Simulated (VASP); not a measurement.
# Zr3O8 in VASP: single point with PBE

Aim: the single point of Zr3O8 with PBE.

All numbers are computed with VASP 6.6.1; they aren't measurements. Logs are shortened: lines on timing, memory, paths and dates and some standing lists are left out, and cuts for length are marked.

## (1) The cell of the first run

The typed cell holds 22 atoms: a = 7.485 Å, b = 8.308 Å, c = 7.560 Å, α = 51.53°, β = 58.04°, γ = 51.32°.

## (2) Single point, PBE

File INCAR:

```
SYSTEM = Zr3O8
ALGO = Normal
EDIFF = 1E-6
ENCUT = 520
GGA = PE
ISIF = 2
ISMEAR = 0
ISYM = 0
LASPH = .True.
LCHARG = .False.
LREAL = Auto
LWAVE = .False.
NBANDS = 101
NELM = 80
PREC = Accurate
SIGMA = 0.1
```

File KPOINTS:

```
Automatic mesh
0
Gamma
  2 2 2
  0.5 0.5 0.5
```

File POSCAR:

```
Zr3O8
1.0
    0.5885088447      4.8224168090      5.6947215518
    5.8757398182      0.4243622465      5.8588681501
    5.7577731508      4.8685967399      0.5423289138
Zr O
6 16
Direct
    1.0479661384      0.5120208482      0.5122380577
    0.0124302798      0.5132402935      1.0383577239
    0.9867212426     -0.0124661637      0.4641340089
    0.9511750836      0.9887797713     -0.0097129190
    0.5525857506      0.4970056028      0.4980222909
    0.4465707962      0.0037743177      0.0044673042
    0.0874873344      0.1979960203      0.0847468172
    0.1937224023      0.1045878119      0.7206492093
    0.0866015094      0.6158669173      0.1674618304
    0.1170110451      0.5915071751      0.6783403845
    0.5648821613      0.1315911323      0.0971127694
    0.5625435222      0.1851306442      0.5937530020
    0.6589862106      0.6527385883      0.1256083869
    0.6650203686      0.6006342720      0.6084861453
    0.4342622663      0.3691907431      0.4053947645
    0.4366070024      0.3156573925      0.9087492235
    0.3401730520      0.8480416898      0.3768794235
    0.3341382202      0.9001489518      0.8939984144
    0.9116866368      0.3027838603      0.4177452492
    0.8054159660      0.3962073819      0.7818555960
    0.9125470916      0.8849163828      0.3350403881
    0.8821604149      0.9092817158      0.8241625466
```

Potentials or basis: VASP PAW PBE potentials, release 64 (Zr_sv, O).

Launch:

```sh
cat potpaw_PBE.64/Zr_sv/POTCAR potpaw_PBE.64/O/POTCAR > POTCAR
mpirun -np 1 vasp_std > vasp.out
```

OUTCAR:

```text
SYSTEM = Zr3O8
   EDIFF = 1E-6
   ENCUT = 520
   GGA = PE
   ISIF = 2
   ISMEAR = 0
   ISYM = 0
   LASPH = .True.
   LREAL = Auto
   NELM = 80
   PREC = Accurate

 ion  position               nearest neighbor table
   1  0.048  0.512  0.512-  20 2.05   9 2.08  10 2.10  21 2.18  15 2.20  14 2.26   8 2.39   4 3.43
                             3 3.48   5 3.65   2 3.72   4 3.76   5 3.85   2 3.85
   2  0.012  0.513  0.038-  13 2.01   9 2.05   7 2.13  10 2.15  19 2.23  22 2.33  16 2.43   5 3.36
                             6 3.44   4 3.48   3 3.52   6 3.59   3 3.61   1 3.72   1 3.85
   3  0.987  0.988  0.464-  17 2.01  21 2.05  19 2.13  22 2.15   7 2.23  10 2.33  12 2.43   6 3.36
                             5 3.44   1 3.48   2 3.52   5 3.59   2 3.61   4 3.72   4 3.85
   4  0.951  0.989  0.990-   8 2.05  21 2.08  22 2.10   9 2.18  11 2.20  18 2.26  20 2.39   1 3.43
                             2 3.48   6 3.65   3 3.72   1 3.76   6 3.85   3 3.85
   5  0.553  0.497  0.498-  19 2.07  17 2.07  13 2.15  14 2.17  12 2.17  15 2.27  16 2.37  10 2.56
                             2 3.36   6 3.42   3 3.44   3 3.59   1 3.65   6 3.66   1 3.85
   6  0.447  0.004  0.004-   7 2.07  13 2.07  17 2.15  18 2.17  16 2.17  11 2.27  12 2.37  22 2.56
                             3 3.36   5 3.42   2 3.44   2 3.59   4 3.65   5 3.66   4 3.85
   7  0.087  0.198  0.085-   6 2.07   2 2.13   3 2.23
   8  0.194  0.105  0.721-  18 1.47   4 2.05   1 2.39
   9  0.087  0.616  0.167-   2 2.05   1 2.08   4 2.18
  10  0.117  0.592  0.678-   1 2.10   2 2.15   3 2.33   5 2.56
  11  0.565  0.132  0.097-  16 1.48   4 2.20   6 2.27
  12  0.563  0.185  0.594-  15 1.48   5 2.17   6 2.37   3 2.43
  13  0.659  0.653  0.126-   2 2.01   6 2.07   5 2.15
  14  0.665  0.601  0.608-  20 1.47   5 2.17   1 2.26
  15  0.434  0.369  0.405-  12 1.48   1 2.20   5 2.27
  16  0.437  0.316  0.909-  11 1.48   6 2.17   5 2.37   2 2.43
  17  0.340  0.848  0.377-   3 2.01   5 2.07   6 2.15
  18  0.334  0.900  0.894-   8 1.47   6 2.17   4 2.26
  19  0.912  0.303  0.418-   5 2.07   3 2.13   2 2.23
  20  0.805  0.396  0.782-  14 1.47   1 2.05   4 2.39
  21  0.913  0.885  0.335-   3 2.05   4 2.08   1 2.18
  22  0.882  0.909  0.824-   4 2.10   3 2.15   2 2.33   6 2.56

IMPORTANT INFORMATION: All symmetrisations will be switched off!
NOSYMM: (Re-)initialisation of all symmetry stuff for point group C_1.

----------------------------------------------------------------------------------------

                                     Primitive cell

  volume of cell :     279.6534

  direct lattice vectors                    reciprocal lattice vectors
     0.588508845  4.822416809  5.694721552    -0.101176406  0.109233265  0.093555914
     5.875739818  0.424362246  5.858868150     0.089789610 -0.116107129  0.089042983
     5.757773151  4.868596740  0.542328914     0.092390375  0.107321099 -0.100429778

  length of vectors
     7.485445885  8.308473851  7.559716035     0.175844477  0.171673214  0.173608583

  position of ions in fractional coordinates (direct lattice)
     0.047966138  0.512020848  0.512238058
     0.012430280  0.513240293  0.038357724
     0.986721243  0.987533836  0.464134009
     0.951175084  0.988779771  0.990287081
     0.552585751  0.497005603  0.498022291
     0.446570796  0.003774318  0.004467304
[... 14 lines left out ...]
     0.912547092  0.884916383  0.335040388
     0.882160415  0.909281716  0.824162547

  ion indices of the primitive-cell ions
   primitive index   ion index
                 1           1
                 2           2
                 3           3
                 4           4
                 5           5
                 6           6
[... 14 lines left out ...]
                21          21
                22          22

----------------------------------------------------------------------------------------

 KPOINTS: Automatic mesh

Automatic generation of k-mesh.
 Grid dimensions read from file:
 generate k-points for:    2    2    2

 Generating k-lattice:

  Cartesian coordinates                     Fractional coordinates (reciprocal lattice)
    -0.050588203  0.054616632  0.046777957     0.500000000  0.000000000  0.000000000
     0.044894805 -0.058053565  0.044521491     0.000000000  0.500000000  0.000000000
     0.046195188  0.053660549 -0.050214889     0.000000000  0.000000000  0.500000000

  Length of vectors
     0.087922239  0.085836607  0.086804291

  Shift w.r.t. Gamma in fractional coordinates (k-lattice)
     0.500000000  0.500000000  0.500000000

 Subroutine IBZKPT returns following result:
 ===========================================

 Found      4 irreducible k-points:

 Following reciprocal coordinates:
            Coordinates               Weight
  0.250000  0.250000  0.250000      2.000000
 -0.250000  0.250000  0.250000      2.000000
  0.250000 -0.250000  0.250000      2.000000
 -0.250000 -0.250000  0.250000      2.000000
   k-points           NKPTS =      4   k-points in BZ     NKDIM =      4   number of bands    NBANDS=    101
   number of dos      NEDOS =    301   number of ions     NIONS =     22
   total plane-waves  NPLWV = 200704
   dimension x,y,z NGX =    56 NGY =   64 NGZ =   56
   dimension x,y,z NGXF=   112 NGYF=  128 NGZF=  112
   ions per type =               6  16
   NGX,Y,Z   is equivalent  to a cutoff of  12.44, 12.81, 12.31 a.u.
   NGXF,Y,Z  is equivalent  to a cutoff of  24.87, 25.61, 24.63 a.u.
 SYSTEM =  Zr3O8
   PREC   = accura    normal or accurate (medium, high low for compatibility)
   ISTART =      0    job   : 0-new  1-cont  2-samecut
   ICHARG =      2    charge: 1-file 2-atom 10-const
   ISPIN  =      1    spin polarized calculation?
   LNONCOLLINEAR =      F non collinear calculations
   LSORBIT =      F    spin-orbit coupling
   LASPH  =      T    aspherical Exc in radial PAW
   ENCUT  =  520.0 eV  38.22 Ry    6.18 a.u.  13.92 15.45 14.06*2*pi/ulx,y,z
   NELM   =     80;   NELMIN=  2; NELMDL= -5     # of ELM steps
   EDIFF  = 0.1E-05   stopping-criterion for ELM
   LREAL  =      T    real-space projection
   EDIFFG = 0.1E-04   stopping-criterion for IOM
   NSW    =      0    number of steps for IOM
   IBRION =     -1    ionic relax: 0-MD 1-quasi-New 2-CG
   NFREE  =      0    steps in history (QN), initial steepest desc. (CG)
   ISIF   =      2    stress and relaxation
   ISYM   =      0    0-nonsym 1-usesym 2-fastsym
   POTIM  = 0.5000    time-step for ionic-motion
   TEBEG  =    0.0;   TEEND  =   0.0 temperature during run
   PSTRESS=    0.0 pullay stress
   NELECT =     168.0000    total number of electrons
   NUPDOWN=      -1.0000    fix difference up-down
   EMIN   =  10.00;   EMAX   =-10.00  energy-range for DOS
   EFERMI =   0.00;   METHOD = LEGACY
   ISMEAR =     0;   SIGMA  =   0.10  broadening in eV -4-tet -1-fermi 0-gaus
   EFERMI_NEDOS =   21; number of points for ismear=-14 and -15
   IALGO  =     38    algorithm
   IMIX   =      4    mixing-type and parameters
     AMIX     =   0.40;   BMIX     =  1.00
     AMIX_MAG =   1.60;   BMIX_MAG =  1.00
  volume/ion in A,a.u.               =      12.71        85.78
  Fermi-wavevector in a.u.,A,eV,Ry     =   1.381353  2.610378 25.961756  1.908135
  Thomas-Fermi vector in A             =   2.506145
   LORBIT       =      0    0 simple, 1 ext, 2 COOP (PROOUT), +10 PAW based schemes
   GGA     = PE    functional components
   LHFCALC =     F    Hartree Fock is set to
   AEXX    =    0.0000 exact exchange contribution
   IVDW    =     0    specifies the selected vdW correction
   LEPSILON=     F    determine dielectric tensor
   LRPA    =     F    only Hartree local field effects (RPA)
 non-spin polarized calculation
 Gauss-broadening in eV      SIGMA  =   0.10
  energy-cutoff  :      520.00
  volume of cell :      279.65
 maximum number of plane-waves:      7562
   NGX = 27   NGY = 31   NGZ = 29

 number of electron     168.0000005 magnetization

 Free energy of the ion-electron system (eV)
  ---------------------------------------------------
  ext. energy  EPLUGINS =         0.00000000
  ---------------------------------------------------
  free energy    TOTEN  =      -186.66519317 eV

  energy without entropy =     -186.66519317  energy(sigma->0) =     -186.66519317

 E-fermi :   5.0738     XC(G=0): -10.3767

 val. band max:        4.4494316334   @ k =  -0.2500  -0.2500   0.2500
 cond. band min:       7.5087583858   @ k =   0.2500  -0.2500   0.2500
 fundamental gap:      3.0593267524
 Fermi energy:         5.0737839472

 k-point     1 :       0.2500    0.2500    0.2500
  band No.  band energies     occupation
      1     -44.0017      2.00000
      2     -43.9879      2.00000
      3     -43.9801      2.00000
      4     -43.9637      2.00000
      5     -43.8509      2.00000
      6     -43.8372      2.00000
[... 88 lines left out ...]
     95       8.8072      0.00000
     96       8.8968      0.00000

 k-point     2 :      -0.2500    0.2500    0.2500
  band No.  band energies     occupation
      1     -44.0008      2.00000
      2     -43.9856      2.00000
      3     -43.9801      2.00000
      4     -43.9647      2.00000
      5     -43.8533      2.00000
      6     -43.8370      2.00000
[... 88 lines left out ...]
     95       8.8380      0.00000
     96       8.9559      0.00000

 k-point     3 :       0.2500   -0.2500    0.2500
  band No.  band energies     occupation
      1     -43.9954      2.00000
      2     -43.9862      2.00000
      3     -43.9794      2.00000
      4     -43.9708      2.00000
      5     -43.8464      2.00000
      6     -43.8435      2.00000
[... 88 lines left out ...]
     95       8.7285      0.00000
     96       8.8576      0.00000

 k-point     4 :      -0.2500   -0.2500    0.2500
  band No.  band energies     occupation
      1     -43.9957      2.00000
      2     -43.9862      2.00000
      3     -43.9814      2.00000
      4     -43.9696      2.00000
      5     -43.8449      2.00000
      6     -43.8439      2.00000
[... 88 lines left out ...]
     95       8.7599      0.00000
     96       8.8533      0.00000
 [bands above 96 left out]

------------------------ aborting loop because EDIFF is reached ----------------------------------------

  FORCE on cell =-STRESS in cart. coord.  units (eV):
  Direction    XX          YY          ZZ          XY          YZ          ZX
  --------------------------------------------------------------------------------------
  -------------------------------------------------------------------------------------
  Total        0.2870022      1.3300888      0.4493653     -0.0797909     -0.1292905      0.1390694
  in kB        1.6442801      7.6202843      2.5744831     -0.4571346     -0.7407255      0.7967500
  external PRESSURE =       3.9463492 kB  Pullay stress =       0.0000000 kB

 VOLUME and BASIS-vectors are now :
 -----------------------------------------------------------------------------
  energy-cutoff  :      520.00
  volume of cell :      279.65
      direct lattice vectors                 reciprocal lattice vectors
     0.588508845  4.822416809  5.694721552    -0.101176406  0.109233265  0.093555914
     5.875739818  0.424362246  5.858868150     0.089789610 -0.116107129  0.089042983
     5.757773151  4.868596740  0.542328914     0.092390375  0.107321099 -0.100429778

 POSITION                                       TOTAL-FORCE (eV/Angst)
 -----------------------------------------------------------------------------------
      5.98608      2.94248      3.55082        -0.031291      0.027161     -0.000651
      3.24384      0.46449      3.09860        -0.022001     -0.009725      0.059965
      9.05556      7.43713     11.65665         0.026206      0.012334     -0.057892
     12.07144      9.82787     11.74687         0.028027     -0.028302      0.000208
      6.11298      5.30038      6.32880         0.062677     -0.000770     -0.006740
      0.31071      2.17690      2.56763        -0.063093      0.002272      0.008785
[... 14 lines left out ...]
      7.66567      6.40738     10.56301        -0.037395     -0.014909     -0.026306
     10.60720      8.65253     10.79799        -0.029793     -0.034279     -0.010219
 -----------------------------------------------------------------------------------
    total drift:                               -0.002704     -0.003631      0.000706

  FREE ENERGIE OF THE ION-ELECTRON SYSTEM (eV)
  ---------------------------------------------------
  free  energy   TOTEN  =      -186.6651931679 eV

  energy  without entropy=     -186.6651931679  energy(sigma->0) =     -186.66519317
```

Run time: 3.5 min. Hardware: 1 thread of Intel Xeon 6975P-C (Granite Rapids), shared host; peak memory 0.47 GiB.

What came out:

| Quantity | Value |
| --- | --- |
| Free energy | -186.6652 eV |
| Pressure | 0.4 GPa |
| Largest force | 0.204 eV/Å |
| Band gap on the k mesh | 3.06 eV (least direct gap 3.15 eV) |

Forces in eV/Å, atoms in the order of the input:
```
Zr  -0.031  0.027 -0.001
Zr  -0.022 -0.010  0.060
Zr   0.026  0.012 -0.058
Zr   0.028 -0.028  0.000
Zr   0.063 -0.001 -0.007
Zr  -0.063  0.002  0.009
O    0.003 -0.006 -0.018
O   -0.004 -0.189  0.062
O    0.036  0.015  0.025
O    0.030  0.031  0.009
O    0.004  0.182 -0.037
O    0.003  0.200 -0.024
O   -0.008  0.010 -0.029
O    0.002 -0.202  0.023
O   -0.005 -0.183  0.037
O   -0.003 -0.197  0.024
O    0.008 -0.011  0.028
O   -0.002  0.203 -0.023
O   -0.002  0.003  0.015
O    0.005  0.190 -0.061
O   -0.037 -0.015 -0.026
O   -0.030 -0.034 -0.010
```

Stress tensor (GPa, compression positive):
```
 0.16 -0.05  0.08
-0.05  0.76 -0.07
 0.08 -0.07  0.26
```

Caveat: the k points lie up to 0.55 Å⁻¹ apart; a shifted mesh leaves out Γ, where band edges can lie. A k mesh can miss the band edges.
